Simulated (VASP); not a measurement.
Crystal: Ag.

```
CELL_PARAMETERS angstrom
0.07059 2.13316 1.88789
1.98001 -0.08323 2.04171
1.89922 2.20618 -0.00243
ATOMIC_POSITIONS crystal
Ag 0.00000 0.00000 0.00000
```

This cell differs from its parent crystal: cell sheared at random, sigma 0.06, atoms nudged by 0.01 Å.

| Quantity | Value |
| --- | --- |
| Program | VASP 6.6.1 |
| Task | relaxation of cell and atoms |
| Functional | PBEsol |
| Potentials or basis | VASP PAW PBE potentials, release 64 (Ag) |
| Cutoff | 600 eV |
| k mesh | 14 × 14 × 14 |
| Occupations | gaussian, width 0.15 eV |
| Spin | no spin polarisation |

At the start: pressure 3.5 GPa; volume 16.51 Å³/atom.

**Question.** Where does the relaxation end?

**Answer.** Over 15 steps the energy falls by 71.7 meV/atom and the volume is 16.62 Å³/atom (+0.7 %); space group Fm-3m (No. 225, to 0.05 Å).

Step by step:
```
step  energy change (eV)  largest force (eV/Å)  pressure (GPa)  volume (Å³)
   1              0.0000                0.0000            3.50        16.51
   2             -0.0451                0.0000           -3.93        17.35
   3             -0.0452                0.0000           -3.61        17.28
   4             -0.0627                0.0000            0.84        16.55
   5             -0.0628                0.0000            1.24        16.50
   6             -0.0682                0.0000            0.39        16.58
   7             -0.0697                0.0000           -0.13        16.65
   8             -0.0708                0.0000            0.03        16.63
   9             -0.0713                0.0000            0.20        16.60
  10             -0.0713                0.0000            0.20        16.59
  11             -0.0716                0.0000           -0.19        16.66
  12             -0.0716                0.0000           -0.42        16.68
  13             -0.0717                0.0000           -0.14        16.64
  14             -0.0717                0.0000           -0.10        16.63
  15             -0.0717                0.0000            0.02        16.62
```

Final structure:
```yaml
crystal:
  lattice:
    - [0.00054, 2.02199, 2.02512]
    - [2.02395, -0.00412, 2.02888]
    - [2.02719, 2.02246, 0.00019]
  atoms:
    - { symbol: Ag, position: [0.00000, 0.00000, 0.00000] }
```

Caveat: the cell differs from its parent crystal (cell sheared at random, sigma 0.06, atoms nudged by 0.01 Å); the PAW data sets were made with another functional, which shifts forces and pressure a little.
